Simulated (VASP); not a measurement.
Set up this calculation in VASP 6.6.1, as the native input.

```yaml
Task: single point
Functional: PBE
Potentials_or_basis: VASP PAW PBE potentials, release 64 (Al, Si)
Cutoff: 520 eV
k_mesh: 8 × 8 × 10
Occupations: gaussian, width 0.1 eV
Spin: no spin polarisation
Dipole_correction: no
Further_INCAR_settings: ALGO = Normal; EDIFF = 1e-06; NBANDS = 20
```

The structure of AlSi2 lies in POSCAR:

```
AlSi2
1.0
    5.1908522229      0.0000000000      0.0000000000
    0.0000000000      5.1908522229      0.0000000000
    0.0000000000      0.0000000000      4.5717995574
Al Si
2 4
Direct
    0.0000000000      0.0000000000      0.0000000000
    0.5000000000      0.5000000000      0.5000000000
    0.3365671633      0.3365671633      0.0000000000
    0.1634328367      0.8365671633      0.5000000000
    0.6634328367      0.6634328367      0.0000000000
    0.8365671633      0.1634328367      0.5000000000
```

One way to write it, as run:

INCAR

```
SYSTEM = AlSi2
PREC = Accurate ; ENCUT = 520
EDIFF = 1E-6 ; ISMEAR = 0
SIGMA = 0.1 ; LREAL = .FALSE.
LASPH = .TRUE. ; NELM = 80
ALGO = Normal ; ISIF = 2
LWAVE = .FALSE. ; LCHARG = .FALSE.
GGA = PE ; NBANDS = 20
```

KPOINTS

```
Automatic mesh
0
G
  8 8 10
  0 0 0
```

Potentials or basis: VASP PAW PBE potentials, release 64 (Al, Si).

Launch:

```console
$ cat potpaw_PBE.64/Al/POTCAR potpaw_PBE.64/Si/POTCAR > POTCAR
$ mpirun -np 1 vasp_std > vasp.out
```

Results of the run:

The pressure is 0.0 GPa, the largest force is 0.004 eV/Å and the band gap on the k mesh is zero (bands 11 and 12 overlap by 3.38 eV).

Wall time 88 s on 1 thread of AMD EPYC 9R45 96-Core Processor (Zen 5) (shared host), peak memory 0.3 GiB.
